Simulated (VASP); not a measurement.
Runs of VASP 6.6.1 on CrN2. The structure is that of space group Pnnm (No. 58), or close to it. The cells are those of the table. 

```csv
level,potentials or basis,spin,fixed moment (μB),cell,k mesh,gap on the mesh (eV),pressure (GPa),moment (μB),largest force (eV/Å)
PBEsol,"VASP PAW PBE potentials, release 64 (Cr_pv, N)","collinear, ferromagnetic start",3.0,"a = 3.902, b = 4.810, c = 2.784 Å, 6 atoms",6 × 5 × 8,-,-12.9,3.00,0.10
PBEsol,"VASP PAW PBE potentials, release 64 (Cr_pv, N)","collinear, ferromagnetic start",1.5,"a = 3.902, b = 4.810, c = 2.784 Å, 6 atoms",6 × 5 × 8,-,-15.3,1.50,0.09
LDA,"VASP PAW LDA potentials, release 64 (Cr_pv, N)","collinear, ferromagnetic start",-,"a = 3.902, b = 4.810, c = 2.784 Å, 6 atoms",7 × 6 × 10,none,-17.3,4.17,(b)
PBEsol,"VASP PAW PBE potentials, release 64 (Cr_pv, N)","collinear, ferromagnetic start",12.0,"a = 3.902, b = 4.810, c = 2.784 Å, 6 atoms",6 × 5 × 8,-,(a),12.00,6.30
LDA,"VASP PAW LDA potentials, release 64 (Cr_pv, N)","collinear, ferromagnetic start",-,"a = 3.839, b = 4.692, c = 2.701 Å, 6 atoms",7 × 6 × 10,none,0.9,4.09,0.16
PBEsol,"VASP PAW PBE potentials, release 64 (Cr_pv, N)","collinear, ferromagnetic start",-,"a = 3.828, b = 4.690, c = 2.693 Å, 6 atoms",7 × 6 × 10,none,10.3,4.14,0.08
PBEsol,"VASP PAW PBE potentials, release 64 (Cr_pv, N)","collinear, ferromagnetic start",-,"a = 3.854, b = 4.744, c = 2.740 Å, 6 atoms",7 × 6 × 10,none,0.2,4.18,0.07
PBEsol,"VASP PAW PBE potentials, release 64 (Cr_pv, N)","collinear, zero start",0.0,"a = 3.902, b = 4.810, c = 2.784 Å, 6 atoms",6 × 5 × 8,-,-17.5,0.00,0.10
```

Alike in all rows: task single point; cutoff (eV) 520; smearing fermi-dirac 0.05 eV.

Problem. Estimate the missing entries.

Solution. (a) 54.1; (b) 0.14.

Caveats: the PAW data sets were made with another functional, which shifts forces and pressure a little (some runs); the total moment is fixed, so each spin has its own Fermi level (some runs).

A gap of «none» marks levels without a gap at the run's occupations.
